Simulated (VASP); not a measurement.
# GaN (P6_3mc) in VASP: single point with r2SCAN

Aim: the single point of GaN with r2SCAN.

Program: VASP 6.6.1. These are calculated values, not measurements. Logs are shortened: lines on timing, memory, paths and dates and some standing lists are left out, and cuts for length are marked.

### 1 The cell of the first run

It takes space group P6_3mc (No. 186, hexagonal). The conventional cell has a = 3.182 Å, b = 3.182 Å, c = 10.377 Å, α = 90.00°, β = 90.00°, γ = 120.00°. Ga (site symmetry 3m) has 4 N at 1.95 Å within 2.6 Å. Ga (site symmetry 3m) has 4 N at 1.95 Å within 2.6 Å. N (site symmetry 3m) has 4 Ga at 1.95 Å within 2.6 Å. N (site symmetry 3m) has 4 Ga at 1.95 Å within 2.6 Å.

### 2 Single point, r2SCAN

POSCAR reads:

```
GaN
1.0
    3.1816932474      0.0000000000      0.0000000000
   -1.5908466237      2.7554271793      0.0000000000
    0.0000000000      0.0000000000     10.3772869205
Ga N
4 4
Direct
    0.0000000000      0.0000000000     -0.0003613262
    0.3333333333      0.6666666667      0.2499322613
    0.0000000000      0.0000000000      0.4996386738
    0.6666666667      0.3333333333      0.7499322613
    0.0000000000      0.0000000000      0.1876438627
    0.3333333333      0.6666666667      0.4377852022
    0.0000000000      0.0000000000      0.6876438627
    0.6666666667      0.3333333333      0.9377852022
```

INCAR.step1 reads:

```
SYSTEM = GaN
ALGO = Normal
EDIFF = 1E-4
ENCUT = 520
GGA = PE
ISMEAR = 0
LASPH = .TRUE.
LCHARG = .FALSE.
LREAL = .FALSE.
LWAVE = .TRUE.
NBANDS = 46
NELM = 60
PREC = Accurate
SIGMA = 0.01
```

INCAR.step2 reads:

```
SYSTEM = GaN
ALGO = Normal
EDIFF = 1E-6
ENCUT = 520
ISIF = 2
ISMEAR = 0
ISTART = 1
LASPH = .TRUE.
LCHARG = .TRUE.
LELF = .TRUE.
LMIXTAU = .TRUE.
LREAL = .FALSE.
LVHAR = .TRUE.
LWAVE = .FALSE.
METAGGA = R2SCAN
NBANDS = 46
NELM = 60
PREC = Accurate
SIGMA = 0.01
```

KPOINTS reads:

```
k-points
0
G
  12 12 4
  0 0 0
```

Potentials or basis: VASP PAW PBE potentials, release 64 (Ga_d, N).

On the command line:

```
cat potpaw_PBE.64/Ga_d/POTCAR potpaw_PBE.64/N/POTCAR > POTCAR
cp INCAR.step1 INCAR
mpirun -np 1 vasp_std > vasp.out
cp INCAR.step2 INCAR
mpirun -np 1 vasp_std > vasp.out
```

OUTCAR:

```text
SYSTEM = GaN
   EDIFF = 1E-6
   ENCUT = 520
   ISIF = 2
   ISMEAR = 0
   ISTART = 1
   LASPH = .TRUE.
   LREAL = .FALSE.
   METAGGA = R2SCAN
   NELM = 60
   PREC = Accurate

 ion  position               nearest neighbor table
   1  0.000  0.000  1.000-   8 1.95   8 1.95   8 1.95   5 1.95
   2  0.333  0.667  0.250-   5 1.95   5 1.95   5 1.95   6 1.95
   3  0.000  0.000  0.500-   6 1.95   6 1.95   6 1.95   7 1.95
   4  0.667  0.333  0.750-   7 1.95   7 1.95   7 1.95   8 1.95
   5  0.000  0.000  0.188-   2 1.95   2 1.95   2 1.95   1 1.95
   6  0.333  0.667  0.438-   3 1.95   3 1.95   3 1.95   2 1.95
   7  0.000  0.000  0.688-   4 1.95   4 1.95   4 1.95   3 1.95
   8  0.667  0.333  0.938-   1 1.95   1 1.95   1 1.95   4 1.95

  LATTYP: Found a hexagonal cell.
 ALAT       =     3.1816932474
 C/A-ratio  =     3.2615610977

  Lattice vectors:

 A1 = (   3.1816932474,   0.0000000000,   0.0000000000)
 A2 = (  -1.5908466237,   2.7554271793,   0.0000000000)
 A3 = (   0.0000000000,   0.0000000000,  10.3772869205)

Analysis of symmetry for initial positions (statically):
=====================================================================
 Subroutine PRICEL returns:
 Original cell was already a primitive cell.

 Routine SETGRP: Setting up the symmetry group for a
 hexagonal supercell.

 Subroutine GETGRP returns: Found 12 space group operations
 (whereof  6 operations were pure point group operations)
 out of a pool of 24 trial point group operations.

The static configuration has the point symmetry C_3v.
 The point group associated with its full space group is C_6v.

Analysis of symmetry for dynamics (positions and initial velocities):
=====================================================================
 Subroutine PRICEL returns:
 Original cell was already a primitive cell.

 Routine SETGRP: Setting up the symmetry group for a
 hexagonal supercell.

 Subroutine GETGRP returns: Found 12 space group operations
 (whereof  6 operations were pure point group operations)
 out of a pool of 24 trial point group operations.

The dynamic configuration has the point symmetry C_3v.
 The point group associated with its full space group is C_6v.

 Subroutine INISYM returns: Found 12 space group operations
 (whereof  6 operations are pure point group operations),
 and found     1 'primitive' translations

[... 111 lines left out ...]
   NFREE  =      0    steps in history (QN), initial steepest desc. (CG)
   ISIF   =      2    stress and relaxation
   ISYM   =      2    0-nonsym 1-usesym 2-fastsym
   POTIM  = 0.5000    time-step for ionic-motion
   TEBEG  =    0.0;   TEEND  =   0.0 temperature during run
   PSTRESS=    0.0 pullay stress
   NELECT =      72.0000    total number of electrons
   NUPDOWN=      -1.0000    fix difference up-down
   EMIN   =  10.00;   EMAX   =-10.00  energy-range for DOS
   EFERMI =   0.00;   METHOD = LEGACY
   ISMEAR =     0;   SIGMA  =   0.01  broadening in eV -4-tet -1-fermi 0-gaus
   EFERMI_NEDOS =   21; number of points for ismear=-14 and -15
   IALGO  =     38    algorithm
   IMIX   =      4    mixing-type and parameters
     AMIX     =   0.40;   BMIX     =  1.00
     AMIX_MAG =   1.60;   BMIX_MAG =  1.00
  volume/ion in A,a.u.               =      11.37        76.74
  Fermi-wavevector in a.u.,A,eV,Ry     =   1.514289  2.861590 31.199109  2.293070
  Thomas-Fermi vector in A             =   2.623966
   LORBIT       =      0    0 simple, 1 ext, 2 COOP (PROOUT), +10 PAW based schemes
   METAGGA = R2SCAN    functional components
   LHFCALC =     F    Hartree Fock is set to
   AEXX    =    0.0000 exact exchange contribution
   IVDW    =     0    specifies the selected vdW correction
   LEPSILON=     F    determine dielectric tensor
   LRPA    =     F    only Hartree local field effects (RPA)
 non-spin polarized calculation
 Gauss-broadening in eV      SIGMA  =   0.01
  energy-cutoff  :      520.00
  volume of cell :       90.98
 maximum number of plane-waves:      2484
 NGX is ok and might be reduce to    24
   NGX = 11   NGY = 11   NGZ = 39

 number of electron      71.9999984 magnetization

 Free energy of the ion-electron system (eV)
  ---------------------------------------------------
  ext. energy  EPLUGINS =         0.00000000
  ---------------------------------------------------
  free energy    TOTEN  =       -87.61628534 eV

  energy without entropy =      -87.61628534  energy(sigma->0) =      -87.61628534

 E-fermi :   5.1885     XC(G=0): -12.6678

 val. band max:        5.0923557062   @ k =   0.0000   0.0000   0.0000
 cond. band min:       7.3406232968   @ k =   0.0000   0.0000   0.0000
 fundamental gap:      2.2482675906
 Fermi energy:         5.1884770490

 k-point     1 :       0.0000    0.0000    0.0000
  band No.  band energies     occupation
      1     -11.7060      2.00000
      2     -11.1390      2.00000
      3     -11.1237      2.00000
      4     -10.7024      2.00000
      5      -8.7403      2.00000
      6      -8.7328      2.00000
[... 1165 lines left out ...]
     45      15.3049      0.00000
     46      16.3300      0.00000

 [... further k-points ...]

------------------------ aborting loop because EDIFF is reached ----------------------------------------

  FORCE on cell =-STRESS in cart. coord.  units (eV):
  Direction    XX          YY          ZZ          XY          YZ          ZX
  --------------------------------------------------------------------------------------
  -------------------------------------------------------------------------------------
  Total        0.6298558      0.6298558      0.5781175      0.0000000      0.0000000      0.0000000
  in kB       11.0922756     11.0922756     10.1811213      0.0000000      0.0000000      0.0000000
  external PRESSURE =      10.7885575 kB  Pullay stress =       0.0000000 kB

 VOLUME and BASIS-vectors are now :
 -----------------------------------------------------------------------------
  energy-cutoff  :      520.00
  volume of cell :       90.98
      direct lattice vectors                 reciprocal lattice vectors
     3.181693247  0.000000000  0.000000000     0.314298055  0.181460067  0.000000000
    -1.590846624  2.755427179  0.000000000     0.000000000  0.362920134  0.000000000
     0.000000000  0.000000000 10.377286920     0.000000000  0.000000000  0.096364301

 POSITION                                       TOTAL-FORCE (eV/Angst)
 -----------------------------------------------------------------------------------
      0.00000      0.00000     10.37354         0.000000      0.000000      0.004098
     -0.00000      1.83695      2.59362         0.000000     -0.000000      0.009254
      0.00000      0.00000      5.18489        -0.000000      0.000000      0.004098
      1.59085      0.91848      7.78226        -0.000000      0.000000      0.009254
      0.00000      0.00000      1.94723         0.000000      0.000000     -0.007602
     -0.00000      1.83695      4.54302         0.000000      0.000000     -0.005750
      0.00000      0.00000      7.13588         0.000000      0.000000     -0.007602
      1.59085      0.91848      9.73167         0.000000      0.000000     -0.005750
 -----------------------------------------------------------------------------------
    total drift:                                0.000004      0.000007      0.090014

  FREE ENERGIE OF THE ION-ELECTRON SYSTEM (eV)
  ---------------------------------------------------
  free  energy   TOTEN  =       -87.6162853373 eV

  energy  without entropy=      -87.6162853373  energy(sigma->0) =      -87.61628534
```

OSZICAR.step1:

```text
N       E                     dE             d eps       ncg     rms          rms(c)
DAV:   1     0.765249438983E+03    0.76525E+03   -0.33057E+04  6092   0.291E+03
DAV:   2     0.973417262243E+02   -0.66791E+03   -0.63301E+03  5404   0.691E+02
DAV:   3    -0.451835257386E+02   -0.14253E+03   -0.13866E+03  6146   0.216E+02
DAV:   4    -0.562898838414E+02   -0.11106E+02   -0.11003E+02  6718   0.624E+01
DAV:   5    -0.566172522013E+02   -0.32737E+00   -0.32660E+00  6590   0.112E+01    0.154E+01
DAV:   6    -0.482877520876E+02    0.83295E+01   -0.24566E+01  9632   0.554E+01    0.414E+00
DAV:   7    -0.486184897555E+02   -0.33074E+00   -0.42955E+00  5860   0.113E+01    0.390E+00
DAV:   8    -0.485839087236E+02    0.34581E-01   -0.24298E-01  7802   0.571E+00    0.133E+00
DAV:   9    -0.485747884691E+02    0.91203E-02   -0.70579E-02  7850   0.310E+00    0.435E-01
DAV:  10    -0.485757351989E+02   -0.94673E-03   -0.81392E-03  5972   0.696E-01    0.226E-01
DAV:  11    -0.485758197655E+02   -0.84567E-04   -0.40810E-03  7374   0.731E-01    0.132E-01
DAV:  12    -0.485757577140E+02    0.62052E-04   -0.43239E-04  5274   0.205E-01
   1 F= -.48575758E+02 E0= -.48575758E+02  d E =-.483406E-32
```

Run time: 14 min. Hardware: 1 thread of Intel Xeon Platinum 8259CL at 2.50GHz (Skylake/Cascade Lake), shared host; peak memory 0.32 GiB.

Results:

* Free energy: -87.6163 eV
* Pressure: 1.1 GPa
* Largest force: 0.009 eV/Å
* Band gap on the k mesh: 2.25 eV

Forces in eV/Å, atoms in the order of the input:
```
Ga   0.000  0.000  0.004
Ga   0.000  0.000  0.009
Ga   0.000  0.000  0.004
Ga   0.000  0.000  0.009
N    0.000  0.000 -0.008
N    0.000  0.000 -0.006
N    0.000  0.000 -0.008
N    0.000  0.000 -0.006
```

Stress tensor (GPa, compression positive):
```
1.11 0.00 0.00
0.00 1.11 0.00
0.00 0.00 1.02
```

Caveat: the PAW data sets were made with another functional, which shifts forces and pressure a little. A k mesh can miss the band edges.
